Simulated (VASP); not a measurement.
# Al3B2N: single point with PBE

Al3B2N:

```xyz
6
Lattice="4.7603 0.0000 0.0000 -2.3801 4.1225 0.0000 0.0000 0.0000 6.7161" Properties=species:S:1:pos:R:3 pbc="T T T"
Al    0.0000    2.7483    0.0000
Al    2.3801    1.3742    0.0000
Al    0.0000    0.0000    0.0000
B     0.0000    0.0000    2.0402
B     0.0000    0.0000    4.6759
N     0.0000    0.0000    3.3581
```

```json
{"Program": "VASP 6.6.1", "Task": "single point", "Functional": "PBE", "Potentials or basis": "VASP PAW PBE potentials, release 64 (Al, B, N)", "Cutoff": "520 eV", "k mesh": "6 × 6 × 4", "Occupations": "gaussian, width 0.1 eV", "Spin": "no spin polarisation", "Dipole correction": "no", "Further INCAR settings": "ALGO = Normal; EDIFF = 1e-06; NBANDS = 19"}
```

The pressure is -0.2 GPa. The largest force is 0.007 eV/Å and the band gap on the k mesh is zero (band 10 reaches 2.65 eV, above the bottom of band 11 at 1.41 eV).

Forces in eV/Å, atoms in the order of the input:
```
Al   0.000  0.000  0.000
Al   0.000  0.000  0.000
Al   0.000  0.000  0.000
B    0.000  0.000  0.007
B    0.000  0.000 -0.007
N    0.000  0.000  0.000
```

Stress tensor (GPa, compression positive):
```
-0.13  0.00  0.00
 0.00 -0.13  0.00
 0.00  0.00 -0.30
```

Levels at points of the mesh, in eV from the Fermi level:
```tsv
k point	band 8	band 9	band 10	band 11	band 12	band 13
(0.00, 0.00, 0.00)	-0.91	-0.91	-0.76	-0.76	0.93	1.07
(0.50, 0.00, 0.00)	-3.01	-2.58	-1.33	0.66	0.97	2.47
(0.00, 0.00, 0.50)	-1.58	-1.58	-0.75	-0.75	0.95	1.23
(0.50, 0.00, 0.50)	-3.14	-2.92	-0.05	1.33	1.69	2.22
```

Run time: 42 s on 1 thread of Intel Xeon 6975P-C (shared host), peak memory 0.25 GiB.
